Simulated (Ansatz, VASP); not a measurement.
One calculation of Mo, two programs

```
CELL_PARAMETERS angstrom
3.16073 0.00000 0.00000
0.00000 3.16073 0.00000
0.00000 0.00000 19.16070
ATOMIC_POSITIONS crystal
Mo 0.00000 0.00000 0.42412
Mo 0.50000 0.50000 0.50000
Mo 0.00000 0.00000 0.57588
```

Alike in both runs: functional PBE; k mesh 12 × 12 × 1; occupations fermi-dirac, width 0.08 eV; no spin polarisation.

Ansatz relaxed the structure, and its values are those at the end. VASP's run is a single point on that final structure, the one shown.

|  | VASP | Ansatz |
| --- | --- | --- |
| version | VASP 6.6.1 | Ansatz 0.2.0 |
| potentials or method | VASP PAW PBE potentials, release 64 (Mo_sv), cutoff 520 eV | all-electron LAPW, scalar-relativistic |

|  | VASP | Ansatz | Ansatz less VASP |
| --- | --- | --- | --- |
| rms of the force components (eV/Å) | 0.015 | 0.000 | -0.0149 |

Ansatz ran all-electron here, and VASP with PAW potentials.
